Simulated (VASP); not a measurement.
Input of a VASP 6.6.1 run:

INCAR

```
  ALGO = Normal
  EDIFF = 1E-7
  ENCUT = 520
  GGA = PE
  GGA_COMPAT = F
  ISIF = 2
  ISMEAR = -1
  LASPH = T
  LCHARG = T
  LNONCOLLINEAR = T
  LORBIT = 11
  LORBMOM = T
  LREAL = F
  LSORBIT = T
  LVHAR = T
  LWAVE = F
  MAGMOM = 0 0 0 0 0 0
  NBANDS = 40
  NELM = 150
  PREC = Accurate
  SIGMA = 0.02
```

The input KPOINTS:

```
k-points
0
Gamma
  8 8 8
```

Contents of POSCAR:

```
Ge
1.0
    0.0000000000      2.8368735121      2.8368735121
    2.8368735121      0.0000000000      2.8368735121
    2.8368735121      2.8368735121      0.0000000000
Ge
2
Direct
    0.0000000000      0.0000000000      0.0000000000
    0.2500000000      0.2500000000      0.2500000000
```

Potentials or basis: VASP PAW PBE potentials, release 64 (Ge_d).

The run is started by

```bash
$ cat potpaw_PBE.64/Ge_d/POTCAR > POTCAR
$ mpirun -np 1 vasp_ncl > vasp.out
```

Task: Predict the pressure.

Result: 3.0 GPa.

Task: What does it give for the net moment?

Result: 0.00 μB per cell.

Moments on the atoms (μB; x, y, z):
```
Ge  0.00 0.00 0.00
Ge  0.00 0.00 0.00
```
